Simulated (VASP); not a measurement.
# TaN (P31m) in VASP: single point with PBEsol

Aim: the single point of TaN with PBEsol.

All numbers are computed with VASP 6.6.1; they aren't measurements. Logs are shortened: lines on timing, memory, paths and dates and some standing lists are left out, and cuts for length are marked.

## Step 1: The cell of the first run

It takes space group P31m (No. 157, trigonal). Conventional cell: a = 5.179 Å, b = 5.179 Å, c = 2.896 Å, α = 90.00°, β = 90.00°, γ = 120.00°. Ta (site symmetry 3) has 6 N at 2.14 to 2.17 Å and 5 Ta at 2.90 to 2.99 Å within 3.0 Å. Within 2.7 Å of Ta (site symmetry 3m) lie 3 N at 2.04 Å. N (site symmetry m) has 5 Ta at 2.04 to 2.17 Å and 6 N at 2.76 to 2.90 Å within 2.9 Å.

## Step 2: Single point, PBEsol (atoms displaced along a vibrational mode)

INCAR

```
SYSTEM = TaN
PREC = Accurate
ENCUT = 520
EDIFF = 1E-7
ISMEAR = 0
SIGMA = 0.15
LREAL = .False.
LASPH = .True.
NELM = 80
ALGO = Normal
ISIF = 2
LWAVE = .False.
LCHARG = .False.
GGA = PS
NBANDS = 33
```

KPOINTS

```
Automatic mesh
0
Gamma
  12 12 16
  0 0 0
```

POSCAR

```
TaN
1.0
    5.1789208695      0.0000000000      0.0000000000
   -2.5894604347      4.4850770372      0.0000000000
    0.0000000000      0.0000000000      2.8959972730
Ta N
3 3
Direct
    0.3333333333      0.6666666667      0.4876603009
    0.6666666667      0.3333333333      0.4876603009
    0.0000000000      0.0000000000      0.0258978144
    0.3933709412      0.0000000000     -0.0052466586
    0.6066290588      0.6066290588     -0.0052466586
    0.0000000000      0.3933709412     -0.0052466586
```

Potentials or basis: VASP PAW PBE potentials, release 64 (Ta_pv, N).

Started as:

```sh
$ cat potpaw_PBE.64/Ta_pv/POTCAR potpaw_PBE.64/N/POTCAR > POTCAR
$ mpirun -np 1 vasp_std > vasp.out
```

OUTCAR:

```text
SYSTEM = TaN
   PREC = Accurate
   ENCUT = 520
   EDIFF = 1E-7
   ISMEAR = 0
   LREAL = .False.
   LASPH = .True.
   NELM = 80
   ISIF = 2
   GGA = PS

 ion  position               nearest neighbor table
   1  0.333  0.667  0.488-   4 2.14   6 2.14   5 2.14   4 2.17   6 2.17   5 2.17   2 2.99   2 2.99
                             2 2.99   3 3.28   3 3.28   3 3.28   3 3.37   3 3.37   3 3.37
   2  0.667  0.333  0.488-   6 2.14   4 2.14   5 2.14   6 2.17   4 2.17   5 2.17   1 2.99   1 2.99
                             1 2.99   3 3.28   3 3.28   3 3.28   3 3.37   3 3.37   3 3.37
   3  0.000  0.000  0.026-   6 2.04   4 2.04   5 2.04   2 3.28   1 3.28   1 3.28   2 3.28   2 3.28
                             1 3.28   1 3.37   2 3.37   2 3.37   1 3.37   2 3.37   1 3.37
   4  0.393  0.000  0.995-   3 2.04   1 2.14   2 2.14   1 2.17   2 2.17
   5  0.607  0.607  0.995-   3 2.04   2 2.14   1 2.14   2 2.17   1 2.17
   6  0.000  0.393  0.995-   3 2.04   2 2.14   1 2.14   2 2.17   1 2.17

  LATTYP: Found a hexagonal cell.
 ALAT       =     5.1789208695
 C/A-ratio  =     0.5591893265

  Lattice vectors:

 A1 = (   5.1789208695,   0.0000000000,   0.0000000000)
 A2 = (  -2.5894604347,   4.4850770372,   0.0000000000)
 A3 = (   0.0000000000,   0.0000000000,   2.8959972730)

Analysis of symmetry for initial positions (statically):
=====================================================================
 Subroutine PRICEL returns:
 Original cell was already a primitive cell.

 Routine SETGRP: Setting up the symmetry group for a
 hexagonal supercell.

 Subroutine GETGRP returns: Found  6 space group operations
 (whereof  6 operations were pure point group operations)
 out of a pool of 24 trial point group operations.

The static configuration has the point symmetry C_3v.

Analysis of symmetry for dynamics (positions and initial velocities):
=====================================================================
 Subroutine PRICEL returns:
 Original cell was already a primitive cell.

 Routine SETGRP: Setting up the symmetry group for a
 hexagonal supercell.

 Subroutine GETGRP returns: Found  6 space group operations
 (whereof  6 operations were pure point group operations)
 out of a pool of 24 trial point group operations.

The dynamic configuration has the point symmetry C_3v.

 Subroutine INISYM returns: Found  6 space group operations
 (whereof  6 operations are pure point group operations),
 and found     1 'primitive' translations

----------------------------------------------------------------------------------------

                                     Primitive cell

  volume of cell :      67.2678

  direct lattice vectors                    reciprocal lattice vectors
     5.178920869  0.000000000  0.000000000     0.193090419  0.111480805  0.000000000
    -2.589460435  4.485077037  0.000000000     0.000000000  0.222961611  0.000000000
     0.000000000  0.000000000  2.895997273     0.000000000  0.000000000  0.345304193

  length of vectors
     5.178920869  5.178920869  2.895997273     0.222961611  0.222961611  0.345304193

  position of ions in fractional coordinates (direct lattice)
     0.333333333  0.666666667  0.487660301
     0.666666667  0.333333333  0.487660301
     0.000000000  0.000000000  0.025897814
     0.393370941  0.000000000  0.994753341
     0.606629059  0.606629059  0.994753341
     0.000000000  0.393370941  0.994753341

  ion indices of the primitive-cell ions
   primitive index   ion index
                 1           1
                 2           2
                 3           3
                 4           4
                 5           5
                 6           6

----------------------------------------------------------------------------------------

 KPOINTS: Automatic mesh

Automatic generation of k-mesh.
 Grid dimensions read from file:
 generate k-points for:   12   12   16

 Generating k-lattice:

  Cartesian coordinates                     Fractional coordinates (reciprocal lattice)
     0.016090868  0.009290067  0.000000000     0.083333333  0.000000000  0.000000000
     0.000000000  0.018580134  0.000000000     0.000000000  0.083333333  0.000000000
     0.000000000  0.000000000  0.021581512     0.000000000  0.000000000  0.062500000

  Length of vectors
     0.018580134  0.018580134  0.021581512

  Shift w.r.t. Gamma in fractional coordinates (k-lattice)
     0.000000000  0.000000000  0.000000000

 Subroutine IBZKPT returns following result:
 ===========================================

 Found    255 irreducible k-points:

 Following reciprocal coordinates:
            Coordinates               Weight
  0.000000  0.000000  0.000000      1.000000
  0.083333 -0.000000  0.000000      6.000000
  0.166667  0.000000  0.000000      6.000000
  0.250000 -0.000000  0.000000      6.000000
  0.333333 -0.000000  0.000000      6.000000
  0.416667 -0.000000  0.000000      6.000000
[... 16 lines left out ...]
  0.250000 -0.000000  0.062500     12.000000
  0.333333 -0.000000  0.062500     12.000000
 [... further k-points ...]
   k-points           NKPTS =    255   k-points in BZ     NKDIM =    255   number of bands    NBANDS=     33
   number of dos      NEDOS =    301   number of ions     NIONS =      6
   total plane-waves  NPLWV =  38400
   dimension x,y,z NGX =    40 NGY =   40 NGZ =   24
   dimension x,y,z NGXF=    80 NGYF=   80 NGZF=   48
   ions per type =               3   3
   NGX,Y,Z   is equivalent  to a cutoff of  12.84, 12.84, 13.78 a.u.
   NGXF,Y,Z  is equivalent  to a cutoff of  25.68, 25.68, 27.55 a.u.
 SYSTEM =  TaN
   PREC   = accura    normal or accurate (medium, high low for compatibility)
   ISTART =      0    job   : 0-new  1-cont  2-samecut
   ICHARG =      2    charge: 1-file 2-atom 10-const
   ISPIN  =      1    spin polarized calculation?
   LNONCOLLINEAR =      F non collinear calculations
   LSORBIT =      F    spin-orbit coupling
   LASPH  =      T    aspherical Exc in radial PAW
   ENCUT  =  520.0 eV  38.22 Ry    6.18 a.u.   9.63  9.63  5.38*2*pi/ulx,y,z
   NELM   =     80;   NELMIN=  2; NELMDL= -5     # of ELM steps
   EDIFF  = 0.1E-06   stopping-criterion for ELM
   LREAL  =      F    real-space projection
   EDIFFG = 0.1E-05   stopping-criterion for IOM
   NSW    =      0    number of steps for IOM
   IBRION =     -1    ionic relax: 0-MD 1-quasi-New 2-CG
   NFREE  =      0    steps in history (QN), initial steepest desc. (CG)
   ISIF   =      2    stress and relaxation
   ISYM   =      2    0-nonsym 1-usesym 2-fastsym
   POTIM  = 0.5000    time-step for ionic-motion
   TEBEG  =    0.0;   TEEND  =   0.0 temperature during run
   PSTRESS=    0.0 pullay stress
   NELECT =      48.0000    total number of electrons
   NUPDOWN=      -1.0000    fix difference up-down
   EMIN   =  10.00;   EMAX   =-10.00  energy-range for DOS
   EFERMI =   0.00;   METHOD = LEGACY
   ISMEAR =     0;   SIGMA  =   0.15  broadening in eV -4-tet -1-fermi 0-gaus
   EFERMI_NEDOS =   21; number of points for ismear=-14 and -15
   IALGO  =     38    algorithm
   IMIX   =      4    mixing-type and parameters
     AMIX     =   0.40;   BMIX     =  1.00
     AMIX_MAG =   1.60;   BMIX_MAG =  1.00
  volume/ion in A,a.u.               =      11.21        75.66
  Fermi-wavevector in a.u.,A,eV,Ry     =   1.462916  2.764511 29.118154  2.140124
  Thomas-Fermi vector in A             =   2.579073
   LORBIT       =      0    0 simple, 1 ext, 2 COOP (PROOUT), +10 PAW based schemes
   GGA     = PS    functional components
   LHFCALC =     F    Hartree Fock is set to
   AEXX    =    0.0000 exact exchange contribution
   IVDW    =     0    specifies the selected vdW correction
   LEPSILON=     F    determine dielectric tensor
   LRPA    =     F    only Hartree local field effects (RPA)
 non-spin polarized calculation
 Gauss-broadening in eV      SIGMA  =   0.15
  energy-cutoff  :      520.00
  volume of cell :       67.27
 maximum number of plane-waves:      1840
 NGX is ok and might be reduce to    40
   NGX = 19   NGY = 19   NGZ = 11

 number of electron      48.0000001 magnetization

 Free energy of the ion-electron system (eV)
  ---------------------------------------------------
  ext. energy  EPLUGINS =         0.00000000
  ---------------------------------------------------
  free energy    TOTEN  =       -71.39582904 eV

  energy without entropy =      -71.39058371  energy(sigma->0) =      -71.39320637

 E-fermi :   8.3580     XC(G=0): -13.2241

 val. band max:        8.3496037264   @ k =   0.2500  -0.0000   0.1875
 cond. band min:       8.3772638221   @ k =   0.1667   0.0833   0.3750
 fundamental gap:      0.0276600957
 Fermi energy:         8.3580144976

 k-point     1 :       0.0000    0.0000    0.0000
  band No.  band energies     occupation
      1     -27.8700      2.00000
      2     -27.8700      2.00000
      3     -27.5086      2.00000
      4     -27.5086      2.00000
      5     -27.3132      2.00000
      6     -27.2002      2.00000
[... 25 lines left out ...]
     32      11.4992      0.00000
     33      11.4992      0.00000

 k-point     2 :       0.0833   -0.0000    0.0000
  band No.  band energies     occupation
      1     -27.8771      2.00000
      2     -27.8692      2.00000
      3     -27.5008      2.00000
      4     -27.4994      2.00000
      5     -27.3115      2.00000
      6     -27.2019      2.00000
[... 25 lines left out ...]
     32      11.4753      0.00000
     33      11.5481      0.00000

 k-point     3 :       0.1667    0.0000    0.0000
  band No.  band energies     occupation
      1     -27.8949      2.00000
      2     -27.8636      2.00000
      3     -27.4851      2.00000
      4     -27.4755      2.00000
      5     -27.3064      2.00000
      6     -27.2068      2.00000
[... 25 lines left out ...]
     32      11.4351      0.00000
     33      11.6881      0.00000

 k-point     4 :       0.2500   -0.0000    0.0000
  band No.  band energies     occupation
      1     -27.9167      2.00000
      2     -27.8468      2.00000
      3     -27.4804      2.00000
      4     -27.4449      2.00000
      5     -27.2988      2.00000
      6     -27.2144      2.00000
[... 25 lines left out ...]
     32      11.8812      0.00000
     33      12.0396      0.00000

 k-point     5 :       0.3333   -0.0000    0.0000
  band No.  band energies     occupation
      1     -27.9364      2.00000
      2     -27.8163      2.00000
      3     -27.5026      2.00000
      4     -27.4158      2.00000
      5     -27.2893      2.00000
      6     -27.2238      2.00000
[... 604 lines left out ...]
 k-point    22 :       0.1667    0.0000    0.0625
  band No.  band energies     occupation
      1     -27.8884      2.00000
      2     -27.8573      2.00000
      3     -27.4800      2.00000
      4     -27.4700      2.00000
      5     -27.3445      2.00000
      6     -27.2399      2.00000
[... 25 lines left out ...]
     32      11.5448      0.00000
     33      11.6732      0.00000

 k-point    23 :       0.2500   -0.0000    0.0625
  band No.  band energies     occupation
      1     -27.9099      2.00000
      2     -27.8405      2.00000
      3     -27.4761      2.00000
      4     -27.4400      2.00000
      5     -27.3382      2.00000
      6     -27.2479      2.00000
[... 25 lines left out ...]
     32      11.8445      0.00000
     33      12.1447      0.00000

 k-point    24 :       0.3333   -0.0000    0.0625
  band No.  band energies     occupation
      1     -27.9292      2.00000
      2     -27.8104      2.00000
      3     -27.4988      2.00000
      4     -27.4114      2.00000
      5     -27.3295      2.00000
      6     -27.2578      2.00000
[... 25 lines left out ...]
     32      12.0106      0.00000
     33      12.2894      0.00000

 [... further k-points ...]
[... 5 lines left out ...]
  --------------------------------------------------------------------------------------
  -------------------------------------------------------------------------------------
  Total        0.4769741      0.4769741      0.3297414      0.0000000      0.0000000     -0.0000000
  in kB       11.3605166     11.3605166      7.8537447      0.0000000      0.0000000     -0.0000000
  external PRESSURE =      10.1915926 kB  Pullay stress =       0.0000000 kB

 VOLUME and BASIS-vectors are now :
 -----------------------------------------------------------------------------
  energy-cutoff  :      520.00
  volume of cell :       67.27
      direct lattice vectors                 reciprocal lattice vectors
     5.178920869  0.000000000  0.000000000     0.193090419  0.111480805  0.000000000
    -2.589460435  4.485077037  0.000000000     0.000000000  0.222961611  0.000000000
     0.000000000  0.000000000  2.895997273     0.000000000  0.000000000  0.345304193

 POSITION                                       TOTAL-FORCE (eV/Angst)
 -----------------------------------------------------------------------------------
     -0.00000      2.99005      1.41226         0.000000      0.000000      0.522758
      2.58946      1.49503      1.41226         0.000000      0.000000      0.522758
      0.00000      0.00000      0.07500         0.000000     -0.000000     -1.076337
      2.03724      0.00000      2.88080        -0.004737      0.000000      0.010274
      1.57084      2.72078      2.88080         0.002369      0.004103      0.010274
     -1.01862      1.76430      2.88080         0.002369     -0.004103      0.010274
 -----------------------------------------------------------------------------------
    total drift:                               -0.000001     -0.000002     -0.000554

  FREE ENERGIE OF THE ION-ELECTRON SYSTEM (eV)
  ---------------------------------------------------
  free  energy   TOTEN  =       -71.3958290409 eV

  energy  without entropy=      -71.3905837078  energy(sigma->0) =      -71.39320637
```

Wall time 7.1 min (1 thread of Intel Xeon Platinum 8259CL at 2.50GHz (Skylake/Cascade Lake), shared host); peak memory 0.52 GiB.

What came out:

```
Free energy            : -71.3958 eV
Pressure               : 1.0 GPa
Largest force          : 1.076 eV/Å
Band gap on the k mesh : zero (bands 24 and 25 overlap by 3.12 eV)
```

Forces in eV/Å, atoms in the order of the input:
```
Ta   0.000  0.000  0.523
Ta   0.000  0.000  0.523
Ta   0.000  0.000 -1.076
N   -0.005  0.000  0.010
N    0.002  0.004  0.010
N    0.002 -0.004  0.010
```

Caveat: the cell differs from its parent crystal (atoms displaced along a vibrational mode); the PAW data sets were made with another functional, which shifts forces and pressure a little; spin-orbit coupling is left out, which moves the levels of the heavy elements.
